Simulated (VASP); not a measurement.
Si5S:

```
Si S
1.0
     2.74415    0.00000    0.00000
    -1.37208    2.37650    0.00000
     0.00000    0.00000   13.57395
Si S
5 1
Direct
  0.66667 0.33333 0.84043
  0.00000 0.00000 0.66887
  0.66667 0.33333 0.50000
  0.00000 0.00000 0.33113
  0.66667 0.33333 0.15957
  0.00000 0.00000 0.00000
```

The cell was generated, and may not be a known phase.

| Quantity | Value |
| --- | --- |
| Program | VASP 6.6.1 |
| Task | relaxation of cell and atoms |
| Functional | PBE |
| Potentials or basis | VASP PAW PBE potentials, release 64 (Si, S) |
| Cutoff | 600 eV |
| k mesh | 18 × 18 × 4 |
| Occupations | gaussian, width 0.1 eV |
| Spin | no spin polarisation |

At the start: pressure 0.5 GPa; volume 14.75 Å³/atom.

Question: How do energy, volume and symmetry change on relaxing?

Answer: Over 20 steps the energy falls by 252.1 meV/atom and the volume is 16.52 Å³/atom (+12.0 %); space group P-6m2 (No. 187, to 0.1 Å) before and after.

Step by step:
```csv
step,energy change (eV),largest force (eV/Å),pressure (GPa),volume (Å³)
1,0.0000,0.0569,0.48,88.52
2,-0.0497,0.0180,-0.05,89.07
3,-0.1890,0.3483,-1.07,90.52
4,-0.5444,0.6741,-1.38,92.45
5,-0.9125,1.6888,6.29,91.86
6,-1.1524,1.2012,2.31,92.75
7,-1.1853,1.1793,1.62,94.00
8,-1.2166,1.2193,0.71,95.84
9,-1.2431,1.2131,-0.90,99.41
10,-1.3242,0.9741,-0.93,99.47
11,-1.4650,0.4737,-0.57,99.67
12,-1.4765,0.4518,-0.28,99.74
13,-1.4929,0.3423,-0.04,99.41
14,-1.5082,0.0642,0.78,98.54
15,-1.5088,0.0723,0.61,98.70
16,-1.5115,0.0302,-0.41,99.65
17,-1.5118,0.0404,-0.17,99.42
18,-1.5122,0.0293,-0.06,99.24
19,-1.5123,0.0207,0.01,99.10
20,-1.5124,0.0082,0.00,99.11
```

Final structure:
```cif
data_structure
_symmetry_space_group_name_H-M 'P 1'
_symmetry_Int_Tables_number 1
_cell_length_a 3.4720
_cell_length_b 3.4720
_cell_length_c 9.4932
_cell_angle_alpha 90.000
_cell_angle_beta 90.000
_cell_angle_gamma 120.000
_cell_volume 99.11
loop_
_atom_site_label
_atom_site_type_symbol
_atom_site_fract_x
_atom_site_fract_y
_atom_site_fract_z
_atom_site_occupancy
Si1 Si 0.66667 0.33333 0.81349 1
Si2 Si 0.00000 0.00000 0.65831 1
Si3 Si 0.66667 0.33333 0.50000 1
Si4 Si 0.00000 0.00000 0.34169 1
Si5 Si 0.66667 0.33333 0.18651 1
S1 S 0.00000 0.00000 0.00000 1
```

Caveat: a cell axis changed by over 15 % at a fixed basis, so the end point is rough.
